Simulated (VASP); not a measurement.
Wanted: the native input for a VASP 6.6.1 run.

- Task: electric field gradients
- Functional: PBE
- Potentials or basis: VASP PAW PBE potentials, release 64 (Zn, Cu)
- Cutoff: 520 eV
- k mesh: 14 × 14 × 14
- Occupations: fermi-dirac, width 0.08 eV
- Spin: no spin polarisation
- Dipole correction: no
- Further INCAR settings: ALGO = Normal; EDIFF = 1e-08; NBANDS = 18

The structure of ZnCu lies in POSCAR:

```
ZnCu
1.0
    2.9450000000      0.0000000000      0.0000000000
    0.0000000000      2.9450000000      0.0000000000
    0.0000000000      0.0000000000      2.9450000000
Zn Cu
1 1
Direct
    0.5288125637      0.5288125637      0.5000000000
    0.0000000000      0.0000000000      0.0000000000
```

This cell differs from its parent crystal: atom 1 (Zn) moved by [0.084853, 0.084853, 0.0] A.

The input as run:

INCAR

```
SYSTEM = ZnCu
ALGO     = Normal         ! electronic algorithm
EDIFF    = 1E-8           ! SCF threshold, eV
ENCUT    = 520            ! plane-wave cutoff, eV
GGA      = PE             ! functional
ISIF     = 2              ! what is computed and relaxed
ISMEAR   = -1             ! smearing method
LASPH    = .True.         ! aspherical terms in the spheres
LCHARG   = .False.        ! write CHGCAR
LEFG     = .True.       
LREAL    = .False.        ! projectors in reciprocal space
LWAVE    = .False.        ! write WAVECAR
NBANDS   = 18             ! bands
NELM     = 80             ! most SCF steps
PREC     = Accurate       ! precision mode
SIGMA    = 0.08           ! smearing width, eV
```

KPOINTS

```
k-points
0
Gamma
  14 14 14
  0 0 0
```

Potentials or basis: VASP PAW PBE potentials, release 64 (Zn, Cu).

The run is started by

```console
$ cat potpaw_PBE.64/Zn/POTCAR potpaw_PBE.64/Cu/POTCAR > POTCAR
$ mpirun -np 1 vasp_std > vasp.out
```

Results of the run:

The pressure is 3.6 GPa. The largest force is 0.605 eV/Å and the band gap on the k mesh is zero (an odd number of electrons rules out a gap without spin polarisation). The largest electric field gradient by atom is Zn -1.0; Cu +0.6 V/Å².

Caveat: the cell differs from its parent crystal (atom 1 (Zn) moved by [0.084853, 0.084853, 0.0] A); the cell stands under pressure; without QUAD_EFG the Cq values of the log hold for a quadrupole moment of 1 mb, not for the nuclei.

Run time: 3.5 min on 1 thread of Intel Xeon 8259CL, with other jobs on the host, peak memory 0.33 GiB.
